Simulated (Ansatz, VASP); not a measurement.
**One calculation of TaN, two programs**

INCAR

```
PREC = Accurate ; ENCUT = 520
EDIFF = 1E-6 ; ISMEAR = 0
SIGMA = 0.15 ; LREAL = F
LASPH = T ; NELM = 60
ALGO = Normal ; ISIF = 2
LWAVE = F ; LCHARG = F
GGA = PE ; NBANDS = 15
```

KPOINTS

```
Automatic mesh
0
Gamma
  18 18 16
```

The input POSCAR:

```
TaN
1.0
    2.9379988584      0.0000000000      0.0000000000
   -1.4689994292      2.5443816477      0.0000000000
    0.0000000000      0.0000000000      2.8830000000
Ta N
1 1
Direct
    0.3333333333      0.6666666667      0.5000000000
    0.0000000000      0.0000000000      0.0000000000
```

Input for Ansatz:

```yaml
crystal:
  lattice:
    - [2.9379988584, 0.0, 0.0]
    - [-1.4689994292, 2.5443816477, 0.0]
    - [0.0, 0.0, 2.883]
  atoms:
    - { symbol: Ta, position: [0.3333333333, 0.6666666667, 0.5] }
    - { symbol: "N", position: [0.0, 0.0, 0.0] }
basis:
  ecutwfc: 420
kpoints:
  mp_grid: { grid: [18, 18, 16] }
hamiltonian:
  xc: pbe
scf:
  occupations: { method: gaussian, width: 0.15 }
output:
  forces: true
  stress: true
  eigenvalues: true
```

Alike in both runs: task single point; functional PBE; k mesh 18 × 18 × 16; occupations gaussian, width 0.15 eV; no spin polarisation.

|  | VASP | Ansatz |
| --- | --- | --- |
| version | VASP 6.6.1 | Ansatz 0.2.0 |
| potentials or method | VASP PAW PBE potentials, release 64 (Ta_pv, N), cutoff 520 eV | scalar-relativistic, plane waves, PAW |
| valence electrons in the cell | 16 | 18 |

Ansatz gave:

- gap on the k mesh at the Fermi level (eV): none
- pressure (GPa): 4.7
- traceless stress, the component that is largest in VASP (GPa): 0.77

Task: Estimate VASP's values.

Result: gap on the k mesh at the Fermi level (eV): none; pressure (GPa): 5.4; traceless stress, the component that is largest in VASP (GPa): 0.89.

A gap of «none» marks a metal or a gap that the smearing closes. With one functional, cell and mesh, what is left measures potentials, basis and numerics. VASP's potentials hold 16 valence electrons a cell and Ansatz's 18, so a difference there can come from the potentials and not from the codes.

Neither program's run includes spin-orbit coupling.
